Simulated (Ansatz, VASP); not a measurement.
## K2SiB2 in VASP and in Ansatz

```
K Si B
1.0
     5.45920    0.00000    0.00000
    -2.72960    4.72781    0.00000
     0.00000    0.00000    5.24936
K Si B
2 1 2
Direct
  0.33333 0.66667 0.30354
  0.66667 0.33333 0.69646
  0.00000 0.00000 0.00000
  0.00000 0.00000 0.35330
  0.00000 0.00000 0.64670
```

Change from the starting cell: species swapped into the Rb2PtC2 type (P-3m1, No. 164).

Alike in both runs: functional PBE; k mesh 6 × 6 × 4; occupations gaussian, width 0.1 eV; no spin polarisation.

Ansatz relaxed the structure, and its values are those at the end. VASP's run is a single point on that final structure, the one shown.

|  | VASP | Ansatz |
| --- | --- | --- |
| version | VASP 6.6.1 | Ansatz 0.2.0 |
| potentials or method | VASP PAW PBE potentials, release 64 (K_sv, Si, B), cutoff 520 eV | scalar-relativistic, plane waves, PAW |
| valence electrons in the cell | 28 | 28 |

```csv
,VASP,Ansatz,Ansatz less VASP
gap on the k mesh at the Fermi level (eV),none,none,-
pressure (GPa),0.2,0.2,0.00
```

A gap of «none» marks a metal or a gap that the smearing closes. With one functional, cell and mesh, what is left measures potentials, basis and numerics.
